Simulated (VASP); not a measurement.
# In3GaAs4 (P-43m) in VASP: single point with PBE

Aim: the single point of In3GaAs4 with PBE.

Everything below comes from runs of VASP 6.6.1. Logs are shortened: lines on timing, memory, paths and dates and some standing lists are left out, and cuts for length are marked.

## (1) The cell of the first run

It takes space group P-43m (No. 215, cubic). The conventional cell has a = 6.077 Å, b = 6.077 Å, c = 6.077 Å, α = 90.00°, β = 90.00°, γ = 90.00°. Within 3.5 Å of In (site symmetry -42m) lie 4 As at 2.67 Å. Ga (site symmetry -43m) has 4 As at 2.53 Å within 3.3 Å. As (site symmetry 3m) has 1 Ga at 2.53 Å and 3 In at 2.67 Å within 3.3 Å.

## (2) Single point, PBE

Contents of POSCAR:

```
In3GaAs4
1.0
    6.0773631000      0.0000000000      0.0000000000
    0.0000000000      6.0773631000      0.0000000000
    0.0000000000      0.0000000000      6.0773631000
In Ga As
3 1 4
Direct
    0.5000000000      0.0000000000      0.0000000000
    0.0000000000      0.0000000000      0.5000000000
    0.0000000000      0.5000000000      0.0000000000
    0.5000000000      0.5000000000      0.5000000000
    0.2600610000      0.7399390000      0.2600610000
    0.2600610000      0.2600610000      0.7399390000
    0.7399390000      0.7399390000      0.7399390000
    0.7399390000      0.2600610000      0.2600610000
```

Contents of INCAR.step1:

```
SYSTEM = In3GaAs4
ALGO     = Normal         ! electronic algorithm
EDIFF    = 1E-7           ! SCF threshold, eV
ENCUT    = 520            ! plane-wave cutoff, eV
GGA      = PE             ! functional
ISIF     = 2              ! what is computed and relaxed
ISMEAR   = 0              ! smearing method
LASPH    = .True.         ! aspherical terms in the spheres
LCHARG   = .True.         ! write CHGCAR
LREAL    = .False.        ! projectors in reciprocal space
LWAVE    = .False.        ! write WAVECAR
NBANDS   = 46             ! bands
NELM     = 60             ! most SCF steps
PREC     = Accurate       ! precision mode
SIGMA    = 0.1            ! smearing width, eV
```

Contents of KPOINTS.step1:

```
k-points
0
Gamma
  6 6 6
  0 0 0
```

Contents of INCAR.step2:

```
SYSTEM = In3GaAs4
ALGO     = Normal         ! electronic algorithm
EDIFF    = 1E-7           ! SCF threshold, eV
ENCUT    = 520            ! plane-wave cutoff, eV
GGA      = PE             ! functional
ICHARG   = 11             ! starting density
ISIF     = 2              ! what is computed and relaxed
ISMEAR   = -5             ! smearing method
LASPH    = .True.         ! aspherical terms in the spheres
LCHARG   = .False.        ! write CHGCAR
LORBIT   = 11             ! projections on sites
LREAL    = .False.        ! projectors in reciprocal space
LWAVE    = .False.        ! write WAVECAR
NBANDS   = 46             ! bands
NEDOS    = 1001           ! points of the DOS
NELM     = 60             ! most SCF steps
PREC     = Accurate       ! precision mode
SIGMA    = 0.1            ! smearing width, eV
```

Contents of KPOINTS.step2:

```
k-points
0
Gamma
  9 9 9
  0 0 0
```

Potentials or basis: VASP PAW PBE potentials, release 64 (In_d, Ga_d, As).

Run with:

```console
$ cat potpaw_PBE.64/In_d/POTCAR potpaw_PBE.64/Ga_d/POTCAR potpaw_PBE.64/As/POTCAR > POTCAR
$ cp INCAR.step1 INCAR
$ cp KPOINTS.step1 KPOINTS
$ mpirun -np 1 vasp_std > vasp.out
$ cp INCAR.step2 INCAR
$ cp KPOINTS.step2 KPOINTS
$ mpirun -np 1 vasp_std > vasp.out
```

OUTCAR:

```text
SYSTEM = In3GaAs4
   EDIFF = 1E-7
   ENCUT = 520
   GGA = PE
   ICHARG = 11
   ISIF = 2
   ISMEAR = -5
   LASPH = .True.
   LORBIT = 11
   LREAL = .False.
   NELM = 60
   PREC = Accurate

 ion  position               nearest neighbor table
   1  0.500  0.000  0.000-   5 2.67   6 2.67   7 2.67   8 2.67
   2  0.000  0.000  0.500-   5 2.67   6 2.67   7 2.67   8 2.67
   3  0.000  0.500  0.000-   5 2.67   6 2.67   7 2.67   8 2.67
   4  0.500  0.500  0.500-   5 2.53   6 2.53   7 2.53   8 2.53
   5  0.260  0.740  0.260-   4 2.53   2 2.67   3 2.67   1 2.67
   6  0.260  0.260  0.740-   4 2.53   2 2.67   3 2.67   1 2.67
   7  0.740  0.740  0.740-   4 2.53   2 2.67   3 2.67   1 2.67
   8  0.740  0.260  0.260-   4 2.53   2 2.67   3 2.67   1 2.67

  LATTYP: Found a simple cubic cell.
 ALAT       =     6.0773631000

  Lattice vectors:

 A1 = (   6.0773631000,   0.0000000000,   0.0000000000)
 A2 = (   0.0000000000,   6.0773631000,   0.0000000000)
 A3 = (   0.0000000000,   0.0000000000,   6.0773631000)

Analysis of symmetry for initial positions (statically):
=====================================================================
 Subroutine PRICEL returns:
 Original cell was already a primitive cell.

 Routine SETGRP: Setting up the symmetry group for a
 simple cubic supercell.

 Subroutine GETGRP returns: Found 24 space group operations
 (whereof 24 operations were pure point group operations)
 out of a pool of 48 trial point group operations.

The static configuration has the point symmetry T_d .

Analysis of symmetry for dynamics (positions and initial velocities):
=====================================================================
 Subroutine PRICEL returns:
 Original cell was already a primitive cell.

 Routine SETGRP: Setting up the symmetry group for a
 simple cubic supercell.

 Subroutine GETGRP returns: Found 24 space group operations
 (whereof 24 operations were pure point group operations)
 out of a pool of 48 trial point group operations.

The dynamic configuration has the point symmetry T_d .

 Subroutine INISYM returns: Found 24 space group operations
 (whereof 24 operations are pure point group operations),
 and found     1 'primitive' translations

[... 115 lines left out ...]
   ISYM   =      2    0-nonsym 1-usesym 2-fastsym
   POTIM  = 0.5000    time-step for ionic-motion
   TEBEG  =    0.0;   TEEND  =   0.0 temperature during run
   PSTRESS=    0.0 pullay stress
   NELECT =      72.0000    total number of electrons
   NUPDOWN=      -1.0000    fix difference up-down
   EMIN   =  10.00;   EMAX   =-10.00  energy-range for DOS
   EFERMI =   0.00;   METHOD = LEGACY
   ISMEAR =    -5;   SIGMA  =   0.10  broadening in eV -4-tet -1-fermi 0-gaus
   EFERMI_NEDOS =   21; number of points for ismear=-14 and -15
   IALGO  =     38    algorithm
   IMIX   =      4    mixing-type and parameters
     AMIX     =   0.40;   BMIX     =  1.00
     AMIX_MAG =   1.60;   BMIX_MAG =  1.00
  volume/ion in A,a.u.               =      28.06       189.34
  Fermi-wavevector in a.u.,A,eV,Ry     =   1.120651  2.117724 17.087002  1.255859
  Thomas-Fermi vector in A             =   2.257299
   LORBIT       =     11    0 simple, 1 ext, 2 COOP (PROOUT), +10 PAW based schemes
   GGA     = PE    functional components
   LHFCALC =     F    Hartree Fock is set to
   AEXX    =    0.0000 exact exchange contribution
   IVDW    =     0    specifies the selected vdW correction
   LEPSILON=     F    determine dielectric tensor
   LRPA    =     F    only Hartree local field effects (RPA)
 non-spin polarized calculation
 Fermi weights with tetrahedron method with Bloechl corrections
  energy-cutoff  :      520.00
  volume of cell :      224.46
 maximum number of plane-waves:      6064
 NGX is ok and might be reduce to    48

 number of electron      72.0000038 magnetization

 Free energy of the ion-electron system (eV)
  ---------------------------------------------------
  ext. energy  EPLUGINS =         0.00000000
  ---------------------------------------------------
  free energy    TOTEN  =       -31.32802678 eV

  energy without entropy =      -31.32802678  energy(sigma->0) =      -31.32802678

 E-fermi :   3.7834     XC(G=0):  -8.9365

 val. band max:        3.7830813865   @ k =   0.0000   0.0000   0.0000
 cond. band min:       3.7830813865   @ k =   0.0000   0.0000   0.0000
 fundamental gap:      0.0000000000
 Fermi energy:         3.7834467299

 k-point     1 :       0.0000    0.0000    0.0000
  band No.  band energies     occupation
      1     -10.9558      2.00000
      2     -10.9558      2.00000
      3     -10.9558      2.00000
      4     -10.8883      2.00000
      5     -10.8883      2.00000
      6     -10.5849      2.00000
[... 1165 lines left out ...]
     45       8.8028      0.00000
     46       8.9517      0.00000

 [... further k-points ...]
[... 5 lines left out ...]
  --------------------------------------------------------------------------------------
  -------------------------------------------------------------------------------------
  Total        0.0326033      0.0326033      0.0326033     -0.0000000      0.0000000     -0.0000000
  in kB        0.2327163      0.2327163      0.2327163     -0.0000000      0.0000000     -0.0000000
  external PRESSURE =       0.2327163 kB  Pullay stress =       0.0000000 kB

 VOLUME and BASIS-vectors are now :
 -----------------------------------------------------------------------------
  energy-cutoff  :      520.00
  volume of cell :      224.46
      direct lattice vectors                 reciprocal lattice vectors
     6.077363100  0.000000000  0.000000000     0.164545048  0.000000000  0.000000000
     0.000000000  6.077363100  0.000000000     0.000000000  0.164545048  0.000000000
     0.000000000  0.000000000  6.077363100     0.000000000  0.000000000  0.164545048

 POSITION                                       TOTAL-FORCE (eV/Angst)
 -----------------------------------------------------------------------------------
      3.03868      0.00000      0.00000         0.000000      0.000000     -0.000000
      0.00000      0.00000      3.03868         0.000000      0.000000     -0.000000
      0.00000      3.03868      0.00000         0.000000      0.000000     -0.000000
      3.03868      3.03868      3.03868         0.000000      0.000000     -0.000000
      1.58049      4.49688      1.58049        -0.002721      0.002721     -0.002721
      1.58049      1.58049      4.49688        -0.002721     -0.002721      0.002721
      4.49688      4.49688      4.49688         0.002721      0.002721      0.002721
      4.49688      1.58049      1.58049         0.002721     -0.002721     -0.002721
 -----------------------------------------------------------------------------------
    total drift:                                0.000000      0.000000      0.000000

  FREE ENERGIE OF THE ION-ELECTRON SYSTEM (eV)
  ---------------------------------------------------
  free  energy   TOTEN  =       -31.3280267825 eV

  energy  without entropy=      -31.3280267825  energy(sigma->0) =      -31.32802678

 total charge

# of ion       s       p       d       tot
------------------------------------------
    1        0.851   0.685   9.881  11.417
    2        0.851   0.685   9.881  11.417
    3        0.851   0.685   9.881  11.417
    4        0.886   0.694   9.981  11.561
    5        1.224   1.533   0.021   2.777
    6        1.224   1.533   0.021   2.777
    7        1.224   1.533   0.021   2.777
    8        1.224   1.533   0.021   2.777
--------------------------------------------------
tot          8.333   8.880  39.706  56.919
```

OSZICAR.step1:

```text
N       E                     dE             d eps       ncg     rms          rms(c)
DAV:   1     0.685710818853E+03    0.68571E+03   -0.32169E+04  1840   0.182E+03
DAV:   2     0.719353285404E+02   -0.61378E+03   -0.59652E+03  1888   0.483E+02
DAV:   3    -0.258361810184E+02   -0.97772E+02   -0.94443E+02  2136   0.191E+02
DAV:   4    -0.320359053226E+02   -0.61997E+01   -0.61589E+01  2294   0.463E+01
DAV:   5    -0.322485821846E+02   -0.21268E+00   -0.21258E+00  2370   0.927E+00    0.849E+00
DAV:   6    -0.313842598204E+02    0.86432E+00   -0.16617E+00  2538   0.126E+01    0.437E+00
DAV:   7    -0.313254708273E+02    0.58789E-01   -0.79042E-01  2682   0.397E+00    0.127E+00
DAV:   8    -0.313271293418E+02   -0.16585E-02   -0.98788E-02  2434   0.284E+00    0.591E-01
DAV:   9    -0.313282518715E+02   -0.11225E-02   -0.15529E-02  2358   0.149E+00    0.271E-01
DAV:  10    -0.313288682684E+02   -0.61640E-03   -0.34982E-03  2490   0.518E-01    0.120E-01
DAV:  11    -0.313290589220E+02   -0.19065E-03   -0.65251E-04  2510   0.129E-01    0.629E-02
DAV:  12    -0.313290573667E+02    0.15552E-05   -0.78539E-05  2674   0.590E-02    0.360E-02
DAV:  13    -0.313290617734E+02   -0.44066E-05   -0.17898E-05  2132   0.191E-02    0.157E-02
DAV:  14    -0.313290601697E+02    0.16036E-05   -0.79165E-06  2568   0.144E-02    0.146E-02
DAV:  15    -0.313290600362E+02    0.13352E-06   -0.10762E-06  1892   0.415E-03    0.616E-03
DAV:  16    -0.313290598895E+02    0.14673E-06   -0.14341E-07  1470   0.223E-03    0.219E-03
DAV:  17    -0.313290598051E+02    0.84371E-07   -0.20157E-08  1154   0.970E-04
   1 F= -.31329060E+02 E0= -.31328522E+02  d E =-.107641E-02
```

Wall time 15 min (1 thread of Intel Xeon 8259CL, shared host); peak memory 0.51 GiB.

What came out:

* Valence electrons inside the program's atomic spheres: In 11.42; Ga 11.56; As 2.78

Levels at points of the mesh, in eV from the Fermi level:
```tsv
k point	band 32	band 33	band 34	band 35	band 36	band 37	band 38	band 39	band 40	band 41
(0.00, 0.00, 0.00)	-2.10	-2.10	-0.44	0.00	0.00	0.00	1.66	1.66	1.66	1.87
```

Caveat: spin-orbit coupling is left out, which moves the levels of the heavy elements.
